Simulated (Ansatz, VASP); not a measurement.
Ru in VASP and in Ansatz

INCAR

```
  PREC = Accurate
  ENCUT = 500
  EDIFF = 1E-6
  ISMEAR = 0
  SIGMA = 0.1
  LREAL = F
  LASPH = T
  NELM = 120
  ALGO = Normal
  ISIF = 2
  LWAVE = F
  LCHARG = F
  GGA = PE
  NBANDS = 13
  GGA_COMPAT = F
```

The input KPOINTS:

```
Automatic mesh
0
Gamma
  8 8 8
```

File POSCAR:

```
Ru
1.0
    0.0000000000      1.9818218788      1.9818218788
    1.9818218788      0.0000000000      1.9818218788
    1.9818218788      1.9818218788      0.0000000000
Ru
1
Direct
    0.0000000000      0.0000000000      0.0000000000
```

Input for Ansatz:

```yaml
crystal:
  lattice:
    - [0.0, 1.9818218788, 1.9818218788]
    - [1.9818218788, 0.0, 1.9818218788]
    - [1.9818218788, 1.9818218788, 0.0]
  atoms:
    - { symbol: Ru, position: [0.0, 0.0, 0.0] }
basis:
  ecutwfc: 420
kpoints:
  mp_grid: { grid: [8, 8, 8] }
hamiltonian:
  xc: pbe
scf:
  occupations: { method: gaussian, width: 0.1 }
output:
  forces: true
  stress: true
  eigenvalues: true
```

Alike in both runs: task single point; functional PBE; k mesh 8 × 8 × 8; occupations gaussian, width 0.1 eV; no spin polarisation.

|  | VASP | Ansatz |
| --- | --- | --- |
| version | VASP 6.6.1 | Ansatz 0.2.0 |
| potentials or method | VASP PAW PBE potentials, release 64 (Ru_pv), cutoff 500 eV | scalar-relativistic, plane waves, PAW |
| valence electrons in the cell | 14 | 16 |

VASP gave:

* gap on the k mesh at the Fermi level (eV): none
* pressure (GPa): -27.7

Problem. Estimate Ansatz's values.

Solution. gap on the k mesh at the Fermi level (eV): none; pressure (GPa): -27.6.

A gap of «none» marks a metal or a gap that the smearing closes. VASP's potentials hold 14 valence electrons a cell and Ansatz's 16, so a difference there can come from the potentials and not from the codes.
